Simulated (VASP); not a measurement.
# Si2B2C (P4/mmm) in VASP: single point with PBE

Aim: the single point of Si2B2C with PBE.

All numbers are computed with VASP 6.6.1; they aren't measurements. Logs are shortened: lines on timing, memory, paths and dates and some standing lists are left out, and cuts for length are marked.

**1. The cell of the first run**

The structure is tetragonal, space group P4/mmm (No. 123). The conventional cell has a = 4.318 Å, b = 4.318 Å, c = 2.861 Å, α = 90.00°, β = 90.00°, γ = 90.00°. Si (site symmetry mmm) has 6 B at 2.16 to 2.59 Å and 2 C at 2.16 Å and 2 Si at 2.86 Å within 2.9 Å. Within 1.9 Å of B (site symmetry 4/mmm) lie 2 C at 1.43 Å. B (site symmetry 4/mmm) has 4 Si at 2.16 Å and 2 B at 2.86 Å within 2.9 Å. Within 1.9 Å of C (site symmetry 4/mmm) lie 2 B at 1.43 Å.

**2. Single point, PBE**

POSCAR reads:

```
Si2B2C
1.0
    4.3179049940      0.0000000000      0.0000000000
    0.0000000000      4.3179049940      0.0000000000
    0.0000000000      0.0000000000      2.8609030644
Si B C
2 2 1
Direct
    0.5000000000      0.0000000000      0.5000000000
    0.0000000000      0.5000000000      0.5000000000
    0.0000000000      0.0000000000      0.0000000000
    0.5000000000      0.5000000000      0.5000000000
    0.0000000000      0.0000000000      0.5000000000
```

INCAR.step1 reads:

```
PREC = Accurate
ENCUT = 520
EDIFF = 1E-6
ISMEAR = 0
SIGMA = 0.1
LREAL = False
LASPH = True
NELM = 80
ALGO = Normal
ISIF = 2
LWAVE = False
LCHARG = True
GGA = PE
NBANDS = 17
```

KPOINTS.step1 reads:

```
regular mesh
0
Gamma
  10 10 14
```

INCAR.step2 reads:

```
PREC = Accurate
ENCUT = 520
EDIFF = 1E-6
ISMEAR = -5
SIGMA = 0.1
LREAL = False
LASPH = True
NELM = 80
ALGO = Normal
ISIF = 2
LWAVE = False
LCHARG = False
GGA = PE
LORBIT = 11
NEDOS = 2001
ICHARG = 11
```

KPOINTS.step2 reads:

```
regular mesh
0
Gamma
  15 15 21
```

Potentials or basis: VASP PAW PBE potentials, release 64 (Si, B, C).

The run is started by

```
cat potpaw_PBE.64/Si/POTCAR potpaw_PBE.64/B/POTCAR potpaw_PBE.64/C/POTCAR > POTCAR
cp INCAR.step1 INCAR
cp KPOINTS.step1 KPOINTS
mpirun -np 1 vasp_std > vasp.out
cp INCAR.step2 INCAR
cp KPOINTS.step2 KPOINTS
mpirun -np 1 vasp_std > vasp.out
```

OUTCAR:

```text
PREC = Accurate
   ENCUT = 520
   EDIFF = 1E-6
   ISMEAR = -5
   LREAL = False
   LASPH = True
   NELM = 80
   ISIF = 2
   GGA = PE
   LORBIT = 11
   ICHARG = 11

 ion  position               nearest neighbor table
   1  0.500  0.000  0.500-   4 2.16   5 2.16   4 2.16   5 2.16   3 2.59   3 2.59   3 2.59   3 2.59
                             2 3.05   2 3.05   2 3.05   2 3.05
   2  0.000  0.500  0.500-   4 2.16   5 2.16   5 2.16   4 2.16   3 2.59   3 2.59   3 2.59   3 2.59
                             1 3.05   1 3.05   1 3.05   1 3.05
   3  0.000  0.000  0.000-   5 1.43   5 1.43   1 2.59   1 2.59   2 2.59   2 2.59   2 2.59   2 2.59
                             1 2.59   1 2.59
   4  0.500  0.500  0.500-   1 2.16   2 2.16   1 2.16   2 2.16
   5  0.000  0.000  0.500-   3 1.43   3 1.43   1 2.16   2 2.16   2 2.16   1 2.16

  LATTYP: Found a simple tetragonal cell.
 ALAT       =     4.3179049940
 C/A-ratio  =     0.6625673952

  Lattice vectors:

 A1 = (   4.3179049940,   0.0000000000,   0.0000000000)
 A2 = (   0.0000000000,   4.3179049940,   0.0000000000)
 A3 = (   0.0000000000,   0.0000000000,   2.8609030644)

Analysis of symmetry for initial positions (statically):
=====================================================================
 Subroutine PRICEL returns:
 Original cell was already a primitive cell.

 Routine SETGRP: Setting up the symmetry group for a
 simple tetragonal supercell.

 Subroutine GETGRP returns: Found 16 space group operations
 (whereof 16 operations were pure point group operations)
 out of a pool of 16 trial point group operations.

The static configuration has the point symmetry D_4h.

Analysis of symmetry for dynamics (positions and initial velocities):
=====================================================================
 Subroutine PRICEL returns:
 Original cell was already a primitive cell.

 Routine SETGRP: Setting up the symmetry group for a
 simple tetragonal supercell.

 Subroutine GETGRP returns: Found 16 space group operations
 (whereof 16 operations were pure point group operations)
 out of a pool of 16 trial point group operations.

The dynamic configuration has the point symmetry D_4h.

 Subroutine INISYM returns: Found 16 space group operations
 (whereof 16 operations are pure point group operations),
 and found     1 'primitive' translations

----------------------------------------------------------------------------------------

                                     Primitive cell

  volume of cell :      53.3395

  direct lattice vectors                    reciprocal lattice vectors
     4.317904994  0.000000000  0.000000000     0.231593794  0.000000000  0.000000000
     0.000000000  4.317904994  0.000000000     0.000000000  0.231593794  0.000000000
     0.000000000  0.000000000  2.860903064     0.000000000  0.000000000  0.349539980

  length of vectors
     4.317904994  4.317904994  2.860903064     0.231593794  0.231593794  0.349539980

  position of ions in fractional coordinates (direct lattice)
     0.500000000  0.000000000  0.500000000
     0.000000000  0.500000000  0.500000000
     0.000000000  0.000000000  0.000000000
     0.500000000  0.500000000  0.500000000
     0.000000000  0.000000000  0.500000000

  ion indices of the primitive-cell ions
   primitive index   ion index
                 1           1
                 2           2
                 3           3
                 4           4
                 5           5

----------------------------------------------------------------------------------------

 KPOINTS: regular mesh

Automatic generation of k-mesh.
 Grid dimensions read from file:
 generate k-points for:   15   15   21

 Generating k-lattice:

  Cartesian coordinates                     Fractional coordinates (reciprocal lattice)
     0.015439586  0.000000000  0.000000000     0.066666667  0.000000000  0.000000000
     0.000000000  0.015439586  0.000000000     0.000000000  0.066666667  0.000000000
     0.000000000  0.000000000  0.016644761     0.000000000  0.000000000  0.047619048

  Length of vectors
     0.015439586  0.015439586  0.016644761

  Shift w.r.t. Gamma in fractional coordinates (k-lattice)
     0.000000000  0.000000000  0.000000000

 TETIRR: Found   7051 inequivalent tetrahedra from    28350

 Subroutine IBZKPT returns following result:
 ===========================================

 Found    396 irreducible k-points:

 Following reciprocal coordinates:
            Coordinates               Weight
  0.000000  0.000000  0.000000      1.000000
  0.066667  0.000000  0.000000      4.000000
  0.133333  0.000000  0.000000      4.000000
  0.200000  0.000000  0.000000      4.000000
  0.266667  0.000000  0.000000      4.000000
  0.333333  0.000000  0.000000      4.000000
[... 16 lines left out ...]
  0.266667  0.200000  0.000000      8.000000
  0.333333  0.200000  0.000000      8.000000
 [... further k-points ...]
   k-points           NKPTS =    396   k-points in BZ     NKDIM =    396   number of bands    NBANDS=     13
   number of dos      NEDOS =   2001   number of ions     NIONS =      5
   total plane-waves  NPLWV =  24576
   dimension x,y,z NGX =    32 NGY =   32 NGZ =   24
   dimension x,y,z NGXF=    64 NGYF=   64 NGZF=   48
   ions per type =               2   2   1
   NGX,Y,Z   is equivalent  to a cutoff of  12.32, 12.32, 13.95 a.u.
   NGXF,Y,Z  is equivalent  to a cutoff of  24.64, 24.64, 27.89 a.u.
 SYSTEM =  unknown system
   PREC   = accura    normal or accurate (medium, high low for compatibility)
   ISTART =      0    job   : 0-new  1-cont  2-samecut
   ICHARG =     11    charge: 1-file 2-atom 10-const
   ISPIN  =      1    spin polarized calculation?
   LNONCOLLINEAR =      F non collinear calculations
   LSORBIT =      F    spin-orbit coupling
   LASPH  =      T    aspherical Exc in radial PAW
   ENCUT  =  520.0 eV  38.22 Ry    6.18 a.u.   8.03  8.03  5.32*2*pi/ulx,y,z
   NELM   =     80;   NELMIN=  2; NELMDL=  0     # of ELM steps
   EDIFF  = 0.1E-05   stopping-criterion for ELM
   LREAL  =      F    real-space projection
   EDIFFG = 0.1E-04   stopping-criterion for IOM
   NSW    =      0    number of steps for IOM
   IBRION =     -1    ionic relax: 0-MD 1-quasi-New 2-CG
   NFREE  =      0    steps in history (QN), initial steepest desc. (CG)
   ISIF   =      2    stress and relaxation
   ISYM   =      2    0-nonsym 1-usesym 2-fastsym
   POTIM  = 0.5000    time-step for ionic-motion
   TEBEG  =    0.0;   TEEND  =   0.0 temperature during run
   PSTRESS=    0.0 pullay stress
   NELECT =      18.0000    total number of electrons
   NUPDOWN=      -1.0000    fix difference up-down
   EMIN   =  10.00;   EMAX   =-10.00  energy-range for DOS
   EFERMI =   0.00;   METHOD = LEGACY
   ISMEAR =    -5;   SIGMA  =   0.10  broadening in eV -4-tet -1-fermi 0-gaus
   EFERMI_NEDOS =   21; number of points for ismear=-14 and -15
   IALGO  =     38    algorithm
   IMIX   =      4    mixing-type and parameters
     AMIX     =   0.40;   BMIX     =  1.00
     AMIX_MAG =   1.60;   BMIX_MAG =  1.00
  volume/ion in A,a.u.               =      10.67        71.99
  Fermi-wavevector in a.u.,A,eV,Ry     =   1.139767  2.153846 17.674889  1.299068
  Thomas-Fermi vector in A             =   2.276470
   LORBIT       =     11    0 simple, 1 ext, 2 COOP (PROOUT), +10 PAW based schemes
   GGA     = PE    functional components
   LHFCALC =     F    Hartree Fock is set to
   AEXX    =    0.0000 exact exchange contribution
   IVDW    =     0    specifies the selected vdW correction
   LEPSILON=     F    determine dielectric tensor
   LRPA    =     F    only Hartree local field effects (RPA)
 non-spin polarized calculation
 Fermi weights with tetrahedron method with Bloechl corrections
  energy-cutoff  :      520.00
  volume of cell :       53.34
 maximum number of plane-waves:      1458

 number of electron      18.0000001 magnetization

 Free energy of the ion-electron system (eV)
  ---------------------------------------------------
  ext. energy  EPLUGINS =         0.00000000
  ---------------------------------------------------
  free energy    TOTEN  =       -29.37898156 eV

  energy without entropy =      -29.37898156  energy(sigma->0) =      -29.37898156

 E-fermi :   8.1161     XC(G=0): -11.1796

 val. band max:        8.1473976128   @ k =   0.4000   0.0667   0.3810
 cond. band min:       8.0034426614   @ k =   0.0000   0.0000   0.3810
 fundamental gap:     -0.1439549514
 Fermi energy:         8.1160957451

 k-point     1 :       0.0000    0.0000    0.0000
  band No.  band energies     occupation
      1      -8.6296      2.00000
      2      -1.4148      2.00000
      3      -0.5235      2.00000
      4      -0.5235      2.00000
      5       0.4085      2.00000
      6       1.4192      2.00000
      7       5.3052      2.00000
      8       5.3052      2.00000
      9       7.9139      2.53162
     10      11.1395      0.00000
     11      11.7204      0.00000
     12      11.8189      0.00000
     13      15.2989      0.00000

 k-point     2 :       0.0667    0.0000    0.0000
  band No.  band energies     occupation
      1      -8.6112      2.00000
      2      -1.6767      2.00000
      3      -0.5042      2.00000
      4      -0.4116      2.00000
      5       0.4100      2.00000
      6       1.6469      2.00000
      7       5.1354      2.00000
      8       5.2073      2.00000
      9       8.1219      0.38970
     10      11.1434      0.00000
     11      11.8525      0.00000
[... 339 lines left out ...]
 k-point    24 :       0.3333    0.2000    0.0000
  band No.  band energies     occupation
      1      -8.1153      2.00000
      2      -3.4879      2.00000
      3      -2.0179      2.00000
      4       0.4458      2.00000
      5       1.1814      2.00000
      6       2.7470      2.00000
      7       4.6680      2.00000
      8       6.6465      2.00000
      9      10.0408      0.00000
     10      11.3673      0.00000
     11      12.4943      0.00000
     12      12.6223      0.00000
     13      14.0647      0.00000

 [... further k-points ...]

------------------------ aborting loop because EDIFF is reached ----------------------------------------

  FORCE on cell =-STRESS in cart. coord.  units (eV):
  Direction    XX          YY          ZZ          XY          YZ          ZX
  --------------------------------------------------------------------------------------
  -------------------------------------------------------------------------------------
  Total       -0.2413714     -0.2413714      0.2837551      0.0000000     -0.0000000      0.0000000
  in kB       -7.2501509     -7.2501509      8.5232445      0.0000000     -0.0000000      0.0000000
  external PRESSURE =      -1.9923524 kB  Pullay stress =       0.0000000 kB

 VOLUME and BASIS-vectors are now :
 -----------------------------------------------------------------------------
  energy-cutoff  :      520.00
  volume of cell :       53.34
      direct lattice vectors                 reciprocal lattice vectors
     4.317904994  0.000000000  0.000000000     0.231593794  0.000000000  0.000000000
     0.000000000  4.317904994  0.000000000     0.000000000  0.231593794  0.000000000
     0.000000000  0.000000000  2.860903064     0.000000000  0.000000000  0.349539980

 POSITION                                       TOTAL-FORCE (eV/Angst)
 -----------------------------------------------------------------------------------
      2.15895      0.00000      1.43045         0.000000      0.000000      0.000000
      0.00000      2.15895      1.43045         0.000000      0.000000      0.000000
      0.00000      0.00000      0.00000         0.000000      0.000000      0.000000
      2.15895      2.15895      1.43045         0.000000      0.000000      0.000000
      0.00000      0.00000      1.43045         0.000000      0.000000      0.000000
 -----------------------------------------------------------------------------------
    total drift:                                0.000000      0.000000     -0.000000

  FREE ENERGIE OF THE ION-ELECTRON SYSTEM (eV)
  ---------------------------------------------------
  free  energy   TOTEN  =       -29.3789815616 eV

  energy  without entropy=      -29.3789815616  energy(sigma->0) =      -29.37898156

 total charge

# of ion       s       p       d       tot
------------------------------------------
    1        0.785   0.743   0.000   1.529
    2        0.785   0.743   0.000   1.529
    3        0.739   1.343   0.000   2.083
    4        0.694   1.009   0.000   1.703
    5        0.874   1.775   0.000   2.649
--------------------------------------------------
tot          3.878   5.614   0.000   9.492
```

Wall time 73 s (1 thread of Intel Xeon 6975P-C (Granite Rapids), shared host); peak memory 0.37 GiB.

Results:

| Quantity | Value |
| --- | --- |
| Valence electrons inside the program's atomic spheres | Si 1.53; B 2.08, 1.70; C 2.65 |

Levels at points of the mesh, in eV from the Fermi level:
```
           k point  band 6  band 7  band 8  band 9  band 10  band 11  band 12  band 13
(0.00, 0.00, 0.00)   -6.70   -2.81   -2.81   -0.20     3.02     3.60     3.70     7.18
```
